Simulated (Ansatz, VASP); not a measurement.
One calculation of CdF2, two programs

```
CELL_PARAMETERS angstrom
0.00000 2.68258 2.68258
2.75582 0.00000 2.68258
2.75582 2.68258 0.00000
ATOMIC_POSITIONS crystal
Cd 0.00000 0.00000 0.00000
F 0.25000 0.25000 0.25000
F 0.75000 0.75000 0.75000
```

Change from the starting cell: uniaxial_x strain +2.7%.

Alike in both runs: task single point; functional r2SCAN; k mesh 8 × 8 × 8; no spin polarisation.

|  | VASP | Ansatz |
| --- | --- | --- |
| version | VASP 6.6.1 | Ansatz 0.2.0 |
| potentials or method | VASP PAW PBE potentials, release 64 (Cd, F) | plane waves, PAW |
| plane-wave cutoff (eV) | 520 | 500 |
| occupations | gaussian, width 0.01 eV | fixed |
| valence electrons in the cell | 26 | 34 |

```csv
,VASP,Ansatz,Ansatz less VASP
gap on the k mesh at the Fermi level (eV),3.67,3.71,+0.043
pressure (GPa),-0.6,-1.5,-0.91
"traceless stress, the component that is largest in VASP (GPa)",-2.03,-2.07,-0.036
```

VASP's potentials were made for PBE, not for r2SCAN. VASP's potentials hold 26 valence electrons a cell and Ansatz's 34, so a difference there can come from the potentials and not from the codes.
